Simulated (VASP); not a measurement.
Input of a VASP 6.6.1 run:

File INCAR:

```
SYSTEM = Ca2Pd
PREC = Accurate
ENCUT = 520
EDIFF = 1E-6
ISMEAR = 0
SIGMA = 0.1
LREAL = .FALSE.
LASPH = .TRUE.
NELM = 100
ALGO = Fast
ISIF = 2
LWAVE = .FALSE.
LCHARG = .FALSE.
GGA = PE
NBANDS = 39
```

File KPOINTS:

```
regular mesh
0
G
  4 4 4
  0 0 0
```

File POSCAR:

```
Ca2Pd
1.0
    5.1772749857      0.0000000000      0.0000000000
    0.0000000000      6.3188241658      0.0000000000
    0.0000000000      0.0000000000      3.9446348404
Ca Pd
4 2
Direct
    0.2004000000      0.3787000000      0.0000000000
    0.7996000000      0.6213000000      0.0000000000
    0.7004000000      0.1213000000      0.5000000000
    0.2996000000      0.8787000000      0.5000000000
    0.0000000000      0.0000000000      0.0000000000
    0.5000000000      0.5000000000      0.5000000000
```

Potentials or basis: VASP PAW PBE potentials, release 64 (Ca_sv, Pd).

Launch:

```console
$ cat potpaw_PBE.64/Ca_sv/POTCAR potpaw_PBE.64/Pd/POTCAR > POTCAR
$ mpirun -np 1 vasp_std > vasp.out
```

(1) Predict the band gap on the k mesh.

(2) What does it give for the largest force?

(3) Predict the pressure.

## Answers

(1) zero (bands 30 and 31 overlap by 0.31 eV).

(2) 1.292 eV/Å.

(3) 22.2 GPa.

Caveat: the k points lie up to 0.40 Å⁻¹ apart; forces of over 1 eV/Å act on the atoms, so gaps and moduli don't describe the material at rest.
